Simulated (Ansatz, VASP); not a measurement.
**One calculation of AlN, two programs**

INCAR

```
ALGO = Normal
EDIFF = 1E-7
ENCUT = 520
GGA = PS
ISIF = 2
ISMEAR = 0
LASPH = T
LCHARG = F
LREAL = F
LWAVE = F
NBANDS = 16
NELM = 80
PREC = Accurate
SIGMA = 0.05
```

Contents of KPOINTS:

```
k-points
0
Gamma
  9 9 6
```

The input POSCAR:

```
AlN
1.0
    3.2897806473      0.0000000000      0.0000000000
   -1.6448903237      2.8490336134      0.0000000000
    0.0000000000      0.0000000000      3.8691110193
Al N
2 2
Direct
    0.3333333333      0.6666666667      0.7500000000
    0.6666666667      0.3333333333      0.2500000000
    0.3333333333      0.6666666667      0.2500000000
    0.6666666667      0.3333333333      0.7500000000
```

Input for Ansatz:

```yaml
crystal:
  lattice:
    - [3.2897806473, 0.0, 0.0]
    - [-1.6448903237, 2.8490336134, 0.0]
    - [0.0, 0.0, 3.8691110193]
  atoms:
    - { symbol: Al, position: [0.3333333333, 0.6666666667, 0.75] }
    - { symbol: Al, position: [0.6666666667, 0.3333333333, 0.25] }
    - { symbol: "N", position: [0.3333333333, 0.6666666667, 0.25] }
    - { symbol: "N", position: [0.6666666667, 0.3333333333, 0.75] }
basis:
  ecutwfc: 520.0
kpoints:
  mp_grid: { grid: [9, 9, 6] }
hamiltonian:
  xc: pbesol
  pseudopotentials: { kind: paw, azcp: { folder: soft_1 } }
scf:
  occupations: { method: gaussian, width: 0.05 }
output:
  forces: true
  stress: true
  eigenvalues: true
```

Alike in both runs: task single point; functional PBEsol; k mesh 9 × 9 × 6; occupations gaussian, width 0.05 eV; no spin polarisation.

```csv
,VASP,Ansatz
version,VASP 6.6.1,Ansatz 0.2.0
potentials or method,"VASP PAW PBE potentials, release 64 (Al, N), cutoff 520 eV","scalar-relativistic, plane waves, PAW"
valence electrons in the cell,16,16
```

Ansatz gave:

| Property | Result |
| --- | --- |
| gap on the k mesh at the Fermi level (eV) | 3.97 |
| least direct gap on the mesh (eV) | 3.97 |
| pressure (GPa) | 18.8 |
| traceless stress, the component that is largest in VASP (GPa) | 12.63 |

Problem. What did VASP give for the same quantities?

Solution. gap on the k mesh at the Fermi level (eV): 3.99; least direct gap on the mesh (eV): 3.99; pressure (GPa): 18.9; traceless stress, the component that is largest in VASP (GPa): 12.82.

VASP's potentials were made for PBE, not for PBEsol, and Ansatz warns of the same on its side.
